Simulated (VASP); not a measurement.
A run of VASP 6.6.1 is set up as follows.

File INCAR:

```
  PREC = Accurate
  ENCUT = 520
  EDIFF = 1E-7
  ISMEAR = 0
  SIGMA = 0.05
  LREAL = False
  LASPH = True
  NELM = 80
  ALGO = Normal
  ISIF = 2
  LWAVE = False
  LCHARG = False
  NBANDS = 26
```

The input KPOINTS:

```
Automatic mesh
0
Gamma
  12 12 12
```

File POSCAR:

```
GaP
1.0
    2.0207357825      1.1666723480      5.9163452923
   -2.0207357825      1.1666723480      5.9163452923
    0.0000000000     -2.3333446960      5.9163452923
Ga P
2 2
Direct
    0.4353720000      0.4353720000      0.4353720000
    0.5646280000      0.5646280000      0.5646280000
    0.0573890000      0.0573890000      0.0573890000
    0.9426110000      0.9426110000      0.9426110000
```

Potentials or basis: VASP PAW LDA potentials, release 64 (Ga_d, P).

Command:

```bash
$ cat potpaw_LDA.64/Ga_d/POTCAR potpaw_LDA.64/P/POTCAR > POTCAR
$ mpirun -np 1 vasp_std > vasp.out
```

Problem. Predict the band gap on the k mesh.

Solution. 0.02 eV (least direct gap 0.08 eV).

Problem. Estimate the largest force.

Solution. 2.370 eV/Å.

Forces on the atoms (eV/Å):
```
Ga   0.000  0.000 -0.909
Ga   0.000  0.000  0.909
P    0.000  0.000  2.370
P    0.000  0.000 -2.370
```

Caveat: the cell differs from its parent crystal (strain +0.040 along x and y, -0.080 along z); semilocal functionals underestimate gaps, and a narrow one can read as zero; forces of over 1 eV/Å act on the atoms, so gaps and moduli don't describe the material at rest. A k mesh can miss the band edges.
